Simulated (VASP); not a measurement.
A run of VASP 6.6.1 is set up as follows.

INCAR

```
ALGO = Normal ; EDIFF = 1E-6
ENCUT = 520 ; GGA = PE
GGA_COMPAT = False ; ISIF = 2
ISMEAR = 0 ; ISYM = -1
LASPH = True ; LCHARG = True
LELF = True ; LREAL = Auto
LVHAR = True ; LWAVE = False
NBANDS = 182 ; NELM = 120
PREC = Accurate ; SIGMA = 0.01
```

File KPOINTS:

```
explicit points
1
Reciprocal
  0.25000000   0.25000000   0.25000000 1
```

The input POSCAR:

```
Al36CN34
1.0
    9.3892708700      0.0000000883      0.0000000000
   -4.6946355115      8.1313470508      0.0000000000
    0.0000000000      0.0000000000     10.0348065900
Al N C
36 34 1
Direct
    0.2198560036      0.1088704138      0.2510664757
    0.1120195820      0.2226131332      0.4993979315
    0.2212264246      0.1097689108      0.7502504034
    0.1106030940      0.2226397582      1.0001548858
    0.2230489998      0.4453828401      0.2511524675
    0.1105753397      0.5548682890      0.5004637326
    0.2214339193      0.4439279566      0.7498757618
    0.1105665657      0.5549061861      1.0000884626
    0.2210557115      0.7765685640      0.2509174642
    0.1102882419      0.8872792636      0.5004367150
    0.2216051499      0.7768938706      0.7500385333
    0.1101868357      0.8874290369      1.0002116168
    0.5552436483      0.1089981242      0.2513977926
    0.4435192417      0.2204597131      0.5010742774
    0.5550947589      0.1097548319      0.7501319057
    0.4439936532      0.2216873708      0.9941659266
    0.5622479054      0.4578849855      0.2525188773
    0.4431372020      0.5543445063      0.5003646273
    0.5550788365      0.4434991163      0.7444428883
    0.4436071239      0.5556548191      0.9968988275
    0.5552847553      0.7779274235      0.2509000569
    0.4431705722      0.8872000216      0.5005506607
    0.5553746998      0.7776459082      0.7498689173
    0.4433376100      0.8875083823      0.9999222957
    0.8884180440      0.1107788101      0.2514049520
    0.7772136229      0.2226603496      0.4995440622
    0.8884803478      0.1104460266      0.7493697737
    0.7782332330      0.2226663927      1.0000477428
    0.8884905677      0.4456656680      0.2511368314
    0.7776379269      0.5544177705      0.5004124038
    0.8889926211      0.4440132753      0.7499881367
    0.7784370167      0.5558826672      0.9972652472
    0.8891600947      0.7778352996      0.2506166450
    0.7767927753      0.8871067151      0.4995021067
    0.8887140103      0.7776790761      0.7499096397
    0.7775094207      0.8889241617      1.0001447420
    0.2202446463      0.1077500950      0.4395535914
    0.1127669110      0.2224937531      0.1908275667
    0.2211115352      0.1105381219      0.9426257972
    0.1112011138      0.2211011527      0.6905866771
    0.2194539046      0.4445441954      0.4406630132
    0.1107862038      0.5549446884      0.1903642322
    0.2206784158      0.4436108341      0.9402704481
    0.1109529480      0.5549083683      0.6909790517
    0.2213278134      0.7769969123      0.4409197810
    0.1117167181      0.8889323815      0.1902992424
    0.2214911122      0.7774019999      0.9406859859
    0.1110691392      0.8882583642      0.6911679313
    0.5534947937      0.1075768641      0.4399289871
    0.5552751604      0.1105570238      0.9423268893
    0.4423963988      0.2177919361      0.6940175135
    0.4434492218      0.5566557159      0.1859989308
    0.5548263262      0.4435445829      0.9401006881
    0.4430612794      0.5560814303      0.6931443928
    0.5541152017      0.7790271078      0.4405185184
    0.4431469611      0.8887990617      0.1901755003
    0.5557333969      0.7788695774      0.9403940752
    0.4440201745      0.8881482608      0.6911825185
    0.8884089304      0.1108971707      0.4409176881
    0.7762650486      0.2226741845      0.1907905289
    0.8885395360      0.1113412559      0.9408719086
    0.7770911365      0.2211999538      0.6906852648
    0.8909435009      0.4445374355      0.4406863892
    0.7801263811      0.5573721841      0.1863619893
    0.8886984993      0.4437315631      0.9403846726
    0.7801904836      0.5562212625      0.6931822455
    0.8906382921      0.7790534222      0.4404123825
    0.7778594381      0.8890878219      0.1908652429
    0.8888517862      0.7789564369      0.9404175508
    0.7776053897      0.8882739671      0.6904142238
    0.5537408870      0.4414768433      0.4405376649
```

Potentials or basis: VASP PAW PBE potentials, release 64 (Al, N, C).

Run with:

```bash
$ cat potpaw_PBE.64/Al/POTCAR potpaw_PBE.64/N/POTCAR potpaw_PBE.64/C/POTCAR > POTCAR
$ mpirun -np 1 vasp_std > vasp.out
```

Predict the largest force.

0.021 eV/Å.

Predict the band gap on the k mesh.

3.09 eV.

Estimate the pressure.

0.6 GPa.

Stress tensor (GPa, compression positive):
```
 0.68 -0.64  0.01
-0.64  0.34 -0.11
 0.01 -0.11  0.70
```
